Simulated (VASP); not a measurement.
Wanted: the native input for a VASP 6.6.1 run.

* Task: single point
* Functional: PBE
* Potentials or basis: VASP PAW PBE potentials, release 64 (Cd, Se)
* Cutoff: 520 eV
* k mesh: 10 × 10 × 10
* Occupations: gaussian, width 0.05 eV
* Spin: no spin polarisation
* Dipole correction: no
* Further INCAR settings: ALGO = Normal; EDIFF = 1e-07; NBANDS = 16

The structure of CdSe lies in POSCAR:

```
CdSe
1.0
   -0.3408256141      3.5631768745      3.0984146735
    3.0984146735     -0.3408256141      3.0984146735
    2.7575890594      3.2223512604      0.0000000000
Cd Se
1 1
Direct
    0.0000000000      0.0000000000      0.0000000000
    0.7500000000      0.7500000000      0.7500000000
```

This cell differs from its parent crystal: engineering shear strain xz -0.2200, normal strain along z +0.1500.

One way to write it, as run:

INCAR

```
SYSTEM = CdSe
ALGO = Normal ; EDIFF = 1E-7
ENCUT = 520 ; GGA = PE
ISIF = 2 ; ISMEAR = 0
LASPH = .True. ; LCHARG = .False.
LREAL = .False. ; LWAVE = .False.
NBANDS = 16 ; NELM = 80
PREC = Accurate ; SIGMA = 0.05
```

KPOINTS

```
k-points
0
Gamma
  10 10 10
  0 0 0
```

Potentials or basis: VASP PAW PBE potentials, release 64 (Cd, Se).

Run with:

```sh
$ cat potpaw_PBE.64/Cd/POTCAR potpaw_PBE.64/Se/POTCAR > POTCAR
$ mpirun -np 1 vasp_std > vasp.out
```

Results of the run:

| Property | Result |
| --- | --- |
| Pressure | -2.6 GPa |
| Largest force | 0.341 eV/Å |
| Band gap on the k mesh | 0.37 eV |

Caveat: the cell differs from its parent crystal (engineering shear strain xz -0.2200, normal strain along z +0.1500); semilocal functionals underestimate gaps, and a narrow one can read as zero.

It took 5.8 min on 1 thread of Intel Xeon 8259CL, on a shared host, peak memory 0.44 GiB.
